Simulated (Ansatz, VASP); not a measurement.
KBr: VASP beside Ansatz

```
Br K
1.0
     0.00000    3.30000    3.30000
     3.30000    0.00000    3.30000
     3.30000    3.30000    0.00000
Br K
1 1
Direct
  0.50000 0.50000 0.50000
  0.00000 0.00000 0.00000
```

Alike in both runs: functional r2SCAN0; dispersion D3(BJ); k mesh 5 × 5 × 5; occupations gaussian, width 0.1 eV; no spin polarisation.

|  | VASP | Ansatz |
| --- | --- | --- |
| version | VASP 6.6.1 | Ansatz 0.2.0 |
| potentials or method | VASP PAW PBE potentials, release 64 (Br, K_sv) | Ansatz PAW polarizable |
| plane-wave cutoff (eV) | 440 | 500 |
| valence electrons in the cell | 16 | 16 |
| task | single point | electron localisation function |

|  | VASP | Ansatz | Ansatz less VASP |
| --- | --- | --- | --- |
| gap on the k mesh at the Fermi level (eV) | 6.66 | 6.65 | -0.009 |
| least direct gap on the mesh (eV) | 6.66 | 6.65 | -0.009 |
| pressure (GPa) | -0.6 | -0.6 | +0.02 |

VASP's potentials were made for PBE, not for r2SCAN0.

Noted on Ansatz's run: odd divisions of the mesh miss points on the zone boundary, where band edges often lie, so the gap on the mesh can be too wide.
